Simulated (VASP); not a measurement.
# NiO (Fm-3m) in VASP: a series of runs, part 3 of 3

VASP 6.6.1.

## (4) Single point, revPBE+D4+U, collinear spin, ferromagnetic start (9.29 Å³/atom)

This run uses another cell than the first one, of 9.29 Å³/atom.

INCAR reads:

```
SYSTEM = NiO
ALGO = Normal ; EDIFF = 1E-6
ENCUT = 700 ; GGA = RE
GGA_COMPAT = .FALSE. ; ISIF = 2
ISMEAR = 0 ; ISPIN = 2
IVDW = 13 ; LASPH = .TRUE.
LCHARG = .FALSE. ; LDAU = .TRUE.
LDAUJ = 0 0 ; LDAUL = 2 -1
LDAUPRINT = 1 ; LDAUTYPE = 2
LDAUU = 6.2 0 ; LMAXMIX = 4
LORBIT = 11 ; LREAL = .FALSE.
LWAVE = .FALSE. ; MAGMOM = 1.9 0.22
NBANDS = 23 ; NELM = 200
PREC = Accurate ; SIGMA = 0.05
```

KPOINTS reads:

```
k-points
0
G
  10 10 10
  0 0 0
```

POSCAR reads:

```
NiO
1.0
    0.0000000000      2.1022778847      2.1022778847
    2.1022778847      0.0000000000      2.1022778847
    2.1022778847      2.1022778847      0.0000000000
Ni O
1 1
Direct
    0.0000000000      0.0000000000      0.0000000000
    0.5000000000      0.5000000000      0.5000000000
```

Potentials or basis: VASP PAW PBE potentials, release 64 (Ni_sv_GW, O).

Started as:

```
> cat potpaw_PBE.64/Ni_sv_GW/POTCAR potpaw_PBE.64/O/POTCAR > POTCAR
> mpirun -np 1 vasp_std > vasp.out
```

OUTCAR:

```text
SYSTEM = NiO
   EDIFF = 1E-6
   ENCUT = 700
   GGA = RE
   ISIF = 2
   ISMEAR = 0
   ISPIN = 2
   IVDW = 13
   LASPH = .TRUE.
   LORBIT = 11
   LREAL = .FALSE.
   NELM = 200
   PREC = Accurate

 ion  position               nearest neighbor table
   1  0.000  0.000  0.000-   2 2.10   2 2.10   2 2.10   2 2.10   2 2.10   2 2.10
   2  0.500  0.500  0.500-   1 2.10   1 2.10   1 2.10   1 2.10   1 2.10   1 2.10

  LATTYP: Found a face centered cubic cell.
 ALAT       =     4.2045557694

  Lattice vectors:

[... 1506 lines left out ...]

 VOLUME and BASIS-vectors are now :
 -----------------------------------------------------------------------------
  energy-cutoff  :      700.00
  volume of cell :       18.58
      direct lattice vectors                 reciprocal lattice vectors
     0.000000000  2.102277885  2.102277885    -0.237837254  0.237837254  0.237837254
     2.102277885  0.000000000  2.102277885     0.237837254 -0.237837254  0.237837254
     2.102277885  2.102277885  0.000000000     0.237837254  0.237837254 -0.237837254

 POSITION                                       TOTAL-FORCE (eV/Angst)
 -----------------------------------------------------------------------------------
      0.00000      0.00000      0.00000         0.000000      0.000000      0.000000
      2.10228      2.10228      2.10228        -0.000000     -0.000000     -0.000000
 -----------------------------------------------------------------------------------
    total drift:                                0.000000      0.000000      0.000000

  FREE ENERGIE OF THE ION-ELECTRON SYSTEM (eV)
  ---------------------------------------------------
  free  energy   TOTEN  =       -10.6912980361 eV

  energy  without entropy=      -10.6912980361  energy(sigma->0) =      -10.69129804

 total charge

# of ion       s       p       d       f       tot
--------------------------------------------------
    1        2.158   6.218   7.711   0.009  16.096
    2        1.548   3.499   0.000   0.000   5.047
--------------------------------------------------
tot          3.706   9.718   7.711   0.009  21.143

 magnetization (x)

# of ion       s       p       d       f       tot
--------------------------------------------------
    1        0.010   0.013   1.774   0.001   1.798
    2        0.021   0.146   0.000   0.000   0.167
--------------------------------------------------
tot          0.031   0.158   1.774   0.001   1.965
```

OSZICAR:

```text
N       E                     dE             d eps       ncg     rms          rms(c)
DAV:   1     0.276020948585E+03    0.27602E+03   -0.14621E+04  6542   0.413E+03
DAV:   2     0.262510972836E+01   -0.27340E+03   -0.26074E+03  6969   0.928E+02
DAV:   3    -0.107288989410E+02   -0.13354E+02   -0.13300E+02  6566   0.212E+02
DAV:   4    -0.109439517650E+02   -0.21505E+00   -0.21503E+00  6046   0.146E+01
DAV:   5    -0.109496630905E+02   -0.57113E-02   -0.57112E-02  5805   0.228E+00    0.146E+01
DAV:   6    -0.951782048255E+01    0.14318E+01   -0.30390E+01  7598   0.301E+02    0.952E+00
DAV:   7    -0.910411890029E+01    0.41370E+00   -0.59785E+00  6631   0.175E+02    0.346E+00
DAV:   8    -0.941955372650E+01   -0.31543E+00   -0.35577E-01  7304   0.224E+01    0.172E+00
DAV:   9    -0.948547517804E+01   -0.65921E-01   -0.19234E-01  7841   0.312E+01    0.777E-01
DAV:  10    -0.958695657243E+01   -0.10148E+00   -0.52508E-02  7424   0.834E+00    0.236E-01
DAV:  11    -0.951015499857E+01    0.76802E-01   -0.16318E+00  7072   0.127E+00    0.910E-02
DAV:  12    -0.951020186663E+01   -0.46868E-04   -0.35316E-04  6720   0.622E-01    0.553E-02
DAV:  13    -0.951034790914E+01   -0.14604E-03   -0.75586E-05  7155   0.450E-01    0.149E-02
DAV:  14    -0.951035326391E+01   -0.53548E-05   -0.13676E-05  6871   0.173E-01    0.422E-03
DAV:  15    -0.951035416473E+01   -0.90082E-06   -0.98241E-07  3651   0.804E-02
   1 F= -.10691298E+02 E0= -.10691298E+02  d E =-.232882E-11  mag=     2.0000
```

It took 73 s on 1 thread of AMD EPYC 7R13 (Zen 3), shared host; peak memory 0.19 GiB.

What came out:

```yaml
Free_energy: -10.6913 eV
Pressure: 7.9 GPa
Band_gap_on_the_k_mesh: 2.28 eV (least direct gap 3.50 eV)
Net_moment: 2.00 μB per cell
Site_moments: Ni +1.80; O +0.17 μB
Valence_electrons_inside_the_program's_atomic_spheres: Ni 16.10; O 5.05
Dispersion_energy_per_atom: -0.590 eV
```

Eigenvalues of the final occupation matrices:
```tsv
site	spin	trace	eigenvalues
site 1 d	1	4.76	0.94 0.94 0.94 0.97 0.97
site 1 d	2	2.98	0.09 0.09 0.93 0.93 0.93
```

Caveat: the cell stands under pressure; the PAW data sets were made with another functional, which shifts forces and pressure a little; a cell with one magnetic atom can't hold antiferromagnetic order, which such compounds often take.

## (5) Single point, revPBE+D4+U, collinear spin, ferromagnetic start (9.48 Å³/atom)

INCAR reads:

```
SYSTEM = NiO
  PREC = Accurate
  ENCUT = 700
  EDIFF = 1E-6
  ISMEAR = 0
  SIGMA = 0.05
  LREAL = .False.
  LASPH = .True.
  NELM = 200
  ALGO = Normal
  ISIF = 2
  LWAVE = .False.
  LCHARG = .False.
  ISPIN = 2
  MAGMOM = 1.91 0.21
  LORBIT = 11
  LMAXMIX = 4
  LDAU = .True.
  LDAUTYPE = 2
  LDAUL = 2 -1
  LDAUU = 6.2 0
  LDAUJ = 0 0
  LDAUPRINT = 1
  GGA = RE
  IVDW = 13
  NBANDS = 23
  GGA_COMPAT = .False.
```

KPOINTS reads:

```
Automatic mesh
0
Gamma
  10 10 10
  0 0 0
```

POSCAR reads:

```
NiO
1.0
    0.0000000000      2.1164828959      2.1164828959
    2.1164828959      0.0000000000      2.1164828959
    2.1164828959      2.1164828959      0.0000000000
Ni O
1 1
Direct
    0.0000000000      0.0000000000      0.0000000000
    0.5000000000      0.5000000000      0.5000000000
```

Started as:

```
> cat potpaw_PBE.64/Ni_sv_GW/POTCAR potpaw_PBE.64/O/POTCAR > POTCAR
> mpirun -np 1 vasp_std > vasp.out
```

It took 2.9 min on 1 thread of AMD EPYC, shared host; peak memory 0.19 GiB.

Results (log left out):

| Property | Result |
| --- | --- |
| Free energy | -10.8279 eV |
| Pressure | -2.1 GPa |
| Band gap on the k mesh | 2.18 eV (least direct gap 3.43 eV) |
| Net moment | 2.00 μB per cell |
| Site moments | Ni +1.80; O +0.16 μB |
| Valence electrons inside the program's atomic spheres | Ni 16.08; O 5.04 |
| Dispersion energy per atom | -0.647 eV |

Levels at points of the mesh, in eV from the valence-band top:
Spin up:
| k point | band 11 | band 12 | band 13 | band 14 | band 15 | band 16 |
| --- | --- | --- | --- | --- | --- | --- |
| (0.00, 0.00, 0.00) | -1.57 | -1.57 | -1.57 | 2.18 | 18.42 | 18.69 |
| (0.50, 0.00, 0.00) | -2.94 | 0.00 | 0.00 | 6.31 | 10.59 | 14.47 |
| (0.50, 0.50, 0.00) | -3.80 | -2.89 | -2.89 | 6.53 | 11.39 | 12.07 |
Spin down:
| k point | band 8 | band 9 | band 10 | band 11 | band 12 | band 13 | band 14 | band 15 |
| --- | --- | --- | --- | --- | --- | --- | --- | --- |
| (0.00, 0.00, 0.00) | -3.51 | -1.25 | -1.25 | -1.25 | 2.53 | 2.91 | 2.91 | 18.34 |
| (0.50, 0.00, 0.00) | -3.74 | -1.99 | -1.93 | -1.93 | 5.15 | 5.15 | 6.48 | 11.06 |
| (0.50, 0.50, 0.00) | -2.67 | -2.67 | -2.59 | -2.59 | 3.39 | 3.78 | 7.17 | 11.66 |

Eigenvalues of the final occupation matrices:
| site | spin | trace | eigenvalues |
| --- | --- | --- | --- |
| site 1 d | 1 | 4.75 | 0.94 0.94 0.94 0.97 0.97 |
| site 1 d | 2 | 2.98 | 0.09 0.09 0.93 0.93 0.93 |

Caveat: the PAW data sets were made with another functional, which shifts forces and pressure a little; a cell with one magnetic atom can't hold antiferromagnetic order, which such compounds often take.

## (6) Overview

| level | cell | gap on the mesh (eV) | pressure (GPa) | moment (μB) |
| --- | --- | --- | --- | --- |
| revPBE+D4+U | a = 2.995 Å, angles 60.0°, 2 atoms | 2.17 | -2.5 | 2.00 |
| PBE+D4+U | a = 2.974 Å, angles 60.0°, 2 atoms | 2.22 | 8.1 | 2.00 |
| revPBE+D4+U | a = 2.973 Å, angles 60.0°, 2 atoms | 2.28 | 7.9 | 2.00 |
| revPBE+D4+U | a = 2.993 Å, angles 60.0°, 2 atoms | 2.18 | -2.1 | 2.00 |

Alike in all rows: task single point; potentials or basis VASP PAW PBE potentials, release 64 (Ni_sv_GW, O); spin collinear, ferromagnetic start; Ni d U = 6.2 eV; k mesh 10 × 10 × 10; cutoff (eV) 700; smearing gaussian 0.05 eV.

Caveats: a cell with one magnetic atom can't hold antiferromagnetic order, which such compounds often take; the PAW data sets were made with another functional, which shifts forces and pressure a little (at least some runs); the cell stands under pressure (at least some runs).

Total energies depend on the potentials used, so only differences within one code and one set of settings carry meaning.
